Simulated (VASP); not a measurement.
Write the native input for VASP 6.6.1 that does the following.

- Task: relaxation of cell and atoms
- Functional: LDA
- Potentials or basis: VASP PAW LDA potentials, release 64 (Pb_d)
- Cutoff: 600 eV
- k mesh: 10 × 10 × 6
- Occupations: fermi-dirac, width 0.1 eV
- Spin: no spin polarisation
- Dipole correction: no
- Further INCAR settings: ALGO = Normal; EDIFF = 1e-06; IBRION = 2; EDIFFG = -0.01; NSW = 80; ISIF = 3

The structure of Pb lies in POSCAR:

```
Pb
1.0
    3.5005272341      0.0000000000      0.0000000000
   -1.7502636171      3.0315455114      0.0000000000
    0.0000000000      0.0000000000      5.7163609733
Pb
2
Direct
    0.3333333333      0.6666666667      0.2500000000
    0.6666666667      0.3333333333      0.7500000000
```

These files were run (other wordings do the same):

INCAR

```
SYSTEM = Pb
ALGO = Normal
EDIFF = 1E-6
EDIFFG = -0.01
ENCUT = 600
IBRION = 2
ISIF = 3
ISMEAR = -1
LASPH = .True.
LCHARG = .False.
LREAL = .False.
LWAVE = .False.
NELM = 100
NSW = 80
PREC = Accurate
SIGMA = 0.1
```

KPOINTS

```
k-points
0
Gamma
  10 10 6
  0 0 0
```

Potentials or basis: VASP PAW LDA potentials, release 64 (Pb_d).

Run with:

```sh
$ cat potpaw_LDA.64/Pb_d/POTCAR > POTCAR
$ mpirun -np 1 vasp_std > vasp.out
```

Results of the run:

```json
{
  "Relaxed volume": "28.93 Å³/atom",
  "Relaxed cell": "a = 3.439 Å, b = 3.439 Å, c = 5.650 Å, α = 90.00°, β = 90.00°, γ = 120.00°",
  "Space group after relaxing (to 0.05 Å)": "P6_3/mmc (No. 194)",
  "Energy gained by relaxing": "10.0 meV/atom",
  "Ionic steps": "5",
  "Pressure after relaxing": "0.0 GPa",
  "Band gap on the k mesh": "zero (band 14 reaches 13.50 eV, above the bottom of band 15 at 5.99 eV)"
}
```

Caveat: spin-orbit coupling is left out, which moves the levels of the heavy elements.

Run time: 3.6 min on 1 thread of AMD EPYC 7R13 (shared host), peak memory 0.18 GiB.
